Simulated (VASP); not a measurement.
# TaSi2 (P1) in VASP: further runs

Runs on TaSi2. Level: PBE. Tasks: single point.

Program: VASP 6.6.1. These are calculated values, not measurements. Logs are shortened: lines on timing, memory, paths and dates and some standing lists are left out, and cuts for length are marked.

## 1. The cell of the first run

The typed cell holds 9 atoms: a = 4.806 Å, b = 4.806 Å, c = 6.600 Å, α = 90.00°, β = 90.00°, γ = 120.00°.

## 2. Single point, PBE (atom 1 (Ta) moved by -0.648 Å along [1 0 0] and -0.648 Å along [0 0 1])

File INCAR:

```
PREC = Accurate
ENCUT = 520
EDIFF = 1E-7
ISMEAR = 0
SIGMA = 0.15
LREAL = F
LASPH = T
NELM = 80
ALGO = Normal
ISIF = 2
LWAVE = F
LCHARG = T
GGA = PE
LELF = T
LVHAR = T
NBANDS = 38
```

File KPOINTS:

```
regular mesh
0
Gamma
  9 9 6
```

File POSCAR:

```
TaSi2
1.0
    4.8060235202      0.0000000000      0.0000000000
   -2.4030117601      4.1621384597      0.0000000000
    0.0000000000      0.0000000000      6.5995345254
Ta Si
3 6
Direct
    0.3651691992      0.0000000000     -0.0981887431
    0.5000000000      0.5000000000      0.6666666667
    0.0000000000      0.5000000000      0.3333333333
    0.1589152396      0.3178304793      0.0000000000
    0.8410847604      0.1589152396      0.6666666667
    0.6821695207      0.8410847604      0.3333333333
    0.8410847604      0.6821695207      0.0000000000
    0.1589152396      0.8410847604      0.6666666667
    0.3178304793      0.1589152396      0.3333333333
```

Potentials or basis: VASP PAW PBE potentials, release 64 (Ta_pv, Si).

The run is started by

```sh
> cat potpaw_PBE.64/Ta_pv/POTCAR potpaw_PBE.64/Si/POTCAR > POTCAR
> mpirun -np 1 vasp_std > vasp.out
```

OUTCAR:

```text
PREC = Accurate
   ENCUT = 520
   EDIFF = 1E-7
   ISMEAR = 0
   LREAL = F
   LASPH = T
   NELM = 80
   ISIF = 2
   GGA = PE

 ion  position               nearest neighbor table
   1  0.365  0.000  0.902-   8 1.79   7 2.29   4 2.29   5 2.54   2 2.65   4 2.98   7 2.98   9 2.99
                             2 3.19   5 3.36   3 3.57
   2  0.500  0.500  0.667-   4 2.62   7 2.62   6 2.62   9 2.62   1 2.65   8 2.74   5 2.74   8 2.74
                             5 2.74   5 2.84   8 2.84   1 3.19   3 3.26   3 3.26
   3  0.000  0.500  0.333-   4 2.62   7 2.62   5 2.62   8 2.62   9 2.74   6 2.74   9 2.74   6 2.74
                             6 2.84   9 2.84   2 3.26   2 3.26   1 3.57
   4  0.159  0.318  0.000-   1 2.29   5 2.57   9 2.57   3 2.62   2 2.62   7 2.65   7 2.84   7 2.84
                             1 2.98
   5  0.841  0.159  0.667-   1 2.54   4 2.57   6 2.57   3 2.62   8 2.65   2 2.74   2 2.74   2 2.84
                             8 2.84   8 2.84   1 3.36
   6  0.682  0.841  0.333-   7 2.57   5 2.57   2 2.62   9 2.65   3 2.74   3 2.74   3 2.84   9 2.84
                             9 2.84
   7  0.841  0.682  0.000-   1 2.29   8 2.57   6 2.57   3 2.62   2 2.62   4 2.65   4 2.84   4 2.84
                             1 2.98
   8  0.159  0.841  0.667-   1 1.79   7 2.57   9 2.57   3 2.62   5 2.65   2 2.74   2 2.74   2 2.84
                             5 2.84   5 2.84
   9  0.318  0.159  0.333-   4 2.57   8 2.57   2 2.62   6 2.65   3 2.74   3 2.74   3 2.84   6 2.84
                             6 2.84   1 2.99

  LATTYP: Found a hexagonal cell.
 ALAT       =     4.8060235202
 C/A-ratio  =     1.3731798227

  Lattice vectors:

 A1 = (   4.8060235202,   0.0000000000,   0.0000000000)
 A2 = (  -2.4030117601,   4.1621384597,   0.0000000000)
 A3 = (   0.0000000000,   0.0000000000,   6.5995345254)

Analysis of symmetry for initial positions (statically):
=====================================================================
 Subroutine PRICEL returns:
 Original cell was already a primitive cell.

 Routine SETGRP: Setting up the symmetry group for a
 hexagonal supercell.

 Subroutine GETGRP returns: Found  1 space group operations
 (whereof  1 operations were pure point group operations)
 out of a pool of 24 trial point group operations.

The static configuration has the point symmetry C_1 .

Analysis of symmetry for dynamics (positions and initial velocities):
=====================================================================
 Subroutine PRICEL returns:
 Original cell was already a primitive cell.

 Routine SETGRP: Setting up the symmetry group for a
 hexagonal supercell.

 Subroutine GETGRP returns: Found  1 space group operations
 (whereof  1 operations were pure point group operations)
 out of a pool of 24 trial point group operations.

The dynamic configuration has the point symmetry C_1 .

 Subroutine INISYM returns: Found  1 space group operations
 (whereof  1 operations are pure point group operations),
 and found     1 'primitive' translations

----------------------------------------------------------------------------------------

                                     Primitive cell

  volume of cell :     132.0127

  direct lattice vectors                    reciprocal lattice vectors
     4.806023520  0.000000000  0.000000000     0.208072223  0.120130554  0.000000000
    -2.403011760  4.162138460  0.000000000     0.000000000  0.240261108  0.000000000
     0.000000000  0.000000000  6.599534525     0.000000000  0.000000000  0.151525838

  length of vectors
     4.806023520  4.806023520  6.599534525     0.240261108  0.240261108  0.151525838

  position of ions in fractional coordinates (direct lattice)
     0.365169199  0.000000000  0.901811257
     0.500000000  0.500000000  0.666666667
     1.000000000  0.500000000  0.333333333
     0.158915240  0.317830479  0.000000000
     0.841084760  0.158915240  0.666666667
     0.682169521  0.841084760  0.333333333
     0.841084760  0.682169521  0.000000000
     0.158915240  0.841084760  0.666666667
     0.317830479  0.158915240  0.333333333

  ion indices of the primitive-cell ions
   primitive index   ion index
                 1           1
                 2           2
                 3           3
                 4           4
                 5           5
                 6           6
                 7           7
                 8           8
                 9           9

----------------------------------------------------------------------------------------

 KPOINTS: regular mesh

Automatic generation of k-mesh.
 Grid dimensions read from file:
 generate k-points for:    9    9    6

 Generating k-lattice:

  Cartesian coordinates                     Fractional coordinates (reciprocal lattice)
     0.023119136  0.013347839  0.000000000     0.111111111  0.000000000  0.000000000
     0.000000000  0.026695679  0.000000000     0.000000000  0.111111111  0.000000000
     0.000000000  0.000000000  0.025254306     0.000000000  0.000000000  0.166666667

  Length of vectors
     0.026695679  0.026695679  0.025254306

  Shift w.r.t. Gamma in fractional coordinates (k-lattice)
     0.000000000  0.000000000  0.000000000

 Subroutine IBZKPT returns following result:
 ===========================================

 Found    244 irreducible k-points:

 Following reciprocal coordinates:
            Coordinates               Weight
  0.000000  0.000000  0.000000      1.000000
  0.111111  0.000000  0.000000      2.000000
  0.000000  0.111111  0.000000      2.000000
 -0.111111  0.111111  0.000000      2.000000
  0.222222 -0.000000  0.000000      2.000000
  0.000000  0.222222  0.000000      2.000000
[... 16 lines left out ...]
  0.333333  0.111111  0.000000      2.000000
 -0.111111  0.444444  0.000000      2.000000
 [... further k-points ...]
   k-points           NKPTS =    244   k-points in BZ     NKDIM =    244   number of bands    NBANDS=     38
   number of dos      NEDOS =    301   number of ions     NIONS =      9
   total plane-waves  NPLWV =  64800
   dimension x,y,z NGX =    36 NGY =   36 NGZ =   50
   dimension x,y,z NGXF=    72 NGYF=   72 NGZF=  100
   ions per type =               3   6
   NGX,Y,Z   is equivalent  to a cutoff of  12.45, 12.45, 12.60 a.u.
   NGXF,Y,Z  is equivalent  to a cutoff of  24.91, 24.91, 25.19 a.u.
 SYSTEM =  unknown system
   PREC   = accura    normal or accurate (medium, high low for compatibility)
   ISTART =      0    job   : 0-new  1-cont  2-samecut
   ICHARG =      2    charge: 1-file 2-atom 10-const
   ISPIN  =      1    spin polarized calculation?
   LNONCOLLINEAR =      F non collinear calculations
   LSORBIT =      F    spin-orbit coupling
   LASPH  =      T    aspherical Exc in radial PAW
   ENCUT  =  520.0 eV  38.22 Ry    6.18 a.u.   8.94  8.94 12.27*2*pi/ulx,y,z
   NELM   =     80;   NELMIN=  2; NELMDL= -5     # of ELM steps
   EDIFF  = 0.1E-06   stopping-criterion for ELM
   LREAL  =      F    real-space projection
   EDIFFG = 0.1E-05   stopping-criterion for IOM
   NSW    =      0    number of steps for IOM
   IBRION =     -1    ionic relax: 0-MD 1-quasi-New 2-CG
   NFREE  =      0    steps in history (QN), initial steepest desc. (CG)
   ISIF   =      2    stress and relaxation
   ISYM   =      2    0-nonsym 1-usesym 2-fastsym
   POTIM  = 0.5000    time-step for ionic-motion
   TEBEG  =    0.0;   TEEND  =   0.0 temperature during run
   PSTRESS=    0.0 pullay stress
   NELECT =      57.0000    total number of electrons
   NUPDOWN=      -1.0000    fix difference up-down
   EMIN   =  10.00;   EMAX   =-10.00  energy-range for DOS
   EFERMI =   0.00;   METHOD = LEGACY
   ISMEAR =     0;   SIGMA  =   0.15  broadening in eV -4-tet -1-fermi 0-gaus
   EFERMI_NEDOS =   21; number of points for ismear=-14 and -15
   IALGO  =     38    algorithm
   IMIX   =      4    mixing-type and parameters
     AMIX     =   0.40;   BMIX     =  1.00
     AMIX_MAG =   1.60;   BMIX_MAG =  1.00
  volume/ion in A,a.u.               =      14.67        98.99
  Fermi-wavevector in a.u.,A,eV,Ry     =   1.237356  2.338263 20.831186  1.531049
  Thomas-Fermi vector in A             =   2.371926
   LORBIT       =      0    0 simple, 1 ext, 2 COOP (PROOUT), +10 PAW based schemes
   GGA     = PE    functional components
   LHFCALC =     F    Hartree Fock is set to
   AEXX    =    0.0000 exact exchange contribution
   IVDW    =     0    specifies the selected vdW correction
   LEPSILON=     F    determine dielectric tensor
   LRPA    =     F    only Hartree local field effects (RPA)
 non-spin polarized calculation
 Gauss-broadening in eV      SIGMA  =   0.15
  energy-cutoff  :      520.00
  volume of cell :      132.01
 maximum number of plane-waves:      3577
   NGX = 17   NGY = 17   NGZ = 25

 number of electron      57.0000006 magnetization

 Free energy of the ion-electron system (eV)
  ---------------------------------------------------
  ext. energy  EPLUGINS =         0.00000000
  ---------------------------------------------------
  free energy    TOTEN  =       -61.78504200 eV

  energy without entropy =      -61.74394249  energy(sigma->0) =      -61.76449224

 E-fermi :   9.0562     XC(G=0): -11.9251

 val. band max:        9.0542950578   @ k =  -0.3333  -0.4444   0.5000
 cond. band min:       9.0600259309   @ k =   0.2222   0.4444   0.3333
 fundamental gap:      0.0057308731
 Fermi energy:         9.0562077315

 k-point     1 :       0.0000    0.0000    0.0000
  band No.  band energies     occupation
      1     -25.5168      2.00000
      2     -25.3404      2.00000
      3     -25.2963      2.00000
      4     -25.2727      2.00000
      5     -25.2017      2.00000
      6     -25.1681      2.00000
[... 30 lines left out ...]
     37      12.8622      0.00000
     38      13.1874      0.00000

 k-point     2 :       0.1111    0.0000    0.0000
  band No.  band energies     occupation
      1     -25.5180      2.00000
      2     -25.3425      2.00000
      3     -25.2971      2.00000
      4     -25.2723      2.00000
      5     -25.2020      2.00000
      6     -25.1668      2.00000
[... 30 lines left out ...]
     37      12.7470      0.00000
     38      13.0488      0.00000
[... 859 lines left out ...]
     37      12.7482      0.00000
     38      13.0589      0.00000

 k-point    24 :      -0.1111    0.4444    0.0000
  band No.  band energies     occupation
      1     -25.5536      2.00000
      2     -25.3562      2.00000
      3     -25.3085      2.00000
      4     -25.2427      2.00000
      5     -25.1859      2.00000
      6     -25.1658      2.00000
[... 30 lines left out ...]
     37      12.4626      0.00000
     38      12.8760      0.00000

 [... further k-points ...]
[... 5 lines left out ...]
  --------------------------------------------------------------------------------------
  -------------------------------------------------------------------------------------
  Total       16.7885681     13.1278639     41.2849102      6.6634924     13.9074951     11.6832402
  in kB      203.7551137    159.3268346    501.0559296     80.8717370    168.7888585    141.7941024
  external PRESSURE =     288.0459593 kB  Pullay stress =       0.0000000 kB

 VOLUME and BASIS-vectors are now :
 -----------------------------------------------------------------------------
  energy-cutoff  :      520.00
  volume of cell :      132.01
      direct lattice vectors                 reciprocal lattice vectors
     4.806023520  0.000000000  0.000000000     0.208072223  0.120130554  0.000000000
    -2.403011760  4.162138460  0.000000000     0.000000000  0.240261108  0.000000000
     0.000000000  0.000000000  6.599534525     0.000000000  0.000000000  0.151525838

 POSITION                                       TOTAL-FORCE (eV/Angst)
 -----------------------------------------------------------------------------------
      1.75501      0.00000      5.95153        17.275986      8.510054     24.569807
      1.20151      2.08107      4.39969        -1.663780      0.548744     -1.781367
     -1.20151      2.08107      2.19984        -0.433625      0.491979     -0.370712
     -0.00000      1.32285      0.00000        -3.385409      2.123872      1.066929
      3.66040      0.66143      4.39969        -0.195997      0.285036     -0.513041
      1.25739      3.50071      2.19984        -0.612543      0.129055     -0.594051
      2.40301      2.83928      0.00000        -3.136194     -2.159716      0.775755
     -1.25739      3.50071      4.39969        -8.362945     -9.763180    -22.252009
      1.14563      0.66143      2.19984         0.514507     -0.165842     -0.901311
 -----------------------------------------------------------------------------------
    total drift:                               -0.000067     -0.000111      0.000364

  FREE ENERGIE OF THE ION-ELECTRON SYSTEM (eV)
  ---------------------------------------------------
  free  energy   TOTEN  =       -61.7850419981 eV

  energy  without entropy=      -61.7439424913  energy(sigma->0) =      -61.76449224
```

It took 21 min on 1 thread of Intel Xeon 6975P-C (Granite Rapids), shared host; peak memory 0.92 GiB.

What came out:

- Free energy: -61.7850 eV
- Pressure: 28.8 GPa
- Largest force: 31.218 eV/Å
- Band gap on the k mesh: zero (an odd number of electrons rules out a gap without spin polarisation)

Forces in eV/Å, atoms in the order of the input:
```
Ta   17.276   8.510  24.570
Ta   -1.664   0.549  -1.781
Ta   -0.434   0.492  -0.371
Si   -3.385   2.124   1.067
Si   -0.196   0.285  -0.513
Si   -0.613   0.129  -0.594
Si   -3.136  -2.160   0.776
Si   -8.363  -9.763 -22.252
Si    0.515  -0.166  -0.901
```

Stress tensor (GPa, compression positive):
```
20.38  8.09 14.18
 8.09 15.93 16.88
14.18 16.88 50.11
```

Caveat: the cell differs from its parent crystal (atom 1 (Ta) moved by -0.648 Å along [1 0 0] and -0.648 Å along [0 0 1]); atoms lie so close that the PAW spheres overlap strongly, which falsifies energies and pressures; the stress differs along the axes, from 16 to 50 GPa; spin-orbit coupling is left out, which moves the levels of the heavy elements; an odd number of electrons without spin polarisation forces a metal; a magnetic or distorted state may lie lower.

## 3. Single point, PBE (atom 1 (Ta) moved by -0.864 Å along [1 0 0] and -0.648 Å along [0 0 1])

File INCAR:

```
SYSTEM = TaSi2
PREC = Accurate ; ENCUT = 520
EDIFF = 1E-6 ; ISMEAR = 0
SIGMA = 0.15 ; LREAL = .False.
LASPH = .True. ; NELM = 80
ALGO = Normal ; ISIF = 2
LWAVE = .False. ; LCHARG = .True.
GGA = PE ; LELF = .True.
LVHAR = .True. ; NBANDS = 38
```

File KPOINTS:

```
regular mesh
0
Gamma
  9 9 6
  0 0 0
```

Changes to POSCAR since step 2:

```diff
@@ -8,3 +8,3 @@
 Direct
-    0.3651691992      0.0000000000     -0.0981887431
+    0.3202255989      0.0000000000     -0.0981887431
     0.5000000000      0.5000000000      0.6666666667
```

Potentials or basis: VASP PAW PBE potentials, release 64 (Ta_pv, Si).

The run is started by

```sh
> cat potpaw_PBE.64/Ta_pv/POTCAR potpaw_PBE.64/Si/POTCAR > POTCAR
> mpirun -np 1 vasp_std > vasp.out
```

It took 12 min on 1 thread of Intel Xeon 6975P-C (Granite Rapids), shared host; peak memory 0.93 GiB.

The run converged. Its results:

```yaml
Free_energy: -57.7179 eV
Pressure: 37.1 GPa
Largest_force: 34.212 eV/Å
Band_gap_on_the_k_mesh: zero (an odd number of electrons rules out a gap without spin polarisation)
```

Forces on the atoms (eV/Å):
```
Ta   19.860  10.519  25.795
Ta   -1.427   1.214  -1.947
Ta   -0.392   0.361   0.207
Si   -5.560   4.508   2.567
Si   -0.653  -0.004   0.053
Si   -0.650   0.072  -0.564
Si   -5.426  -4.628   2.279
Si   -6.290 -11.944 -27.508
Si    0.538  -0.098  -0.881
```

Stress tensor (GPa, compression positive):
```
23.06  6.32  6.70
 6.32 26.38 19.98
 6.70 19.98 61.82
```

Levels at points of the mesh, in eV from the Fermi level:
| k point | band 26 | band 27 | band 28 | band 29 | band 30 | band 31 |
| --- | --- | --- | --- | --- | --- | --- |
| (0.00, 0.00, 0.00) | -1.69 | -1.34 | -1.10 | -0.31 | 0.81 | 1.23 |
| (0.00, 0.00, 0.50) | -1.58 | -1.42 | -0.47 | -0.06 | 0.94 | 1.07 |

Caveat: the cell differs from its parent crystal (atom 1 (Ta) moved by -0.864 Å along [1 0 0] and -0.648 Å along [0 0 1]); atoms lie so close that the PAW spheres overlap strongly, which falsifies energies and pressures; the stress differs along the axes, from 23 to 62 GPa; spin-orbit coupling is left out, which moves the levels of the heavy elements; an odd number of electrons without spin polarisation forces a metal; a magnetic or distorted state may lie lower.
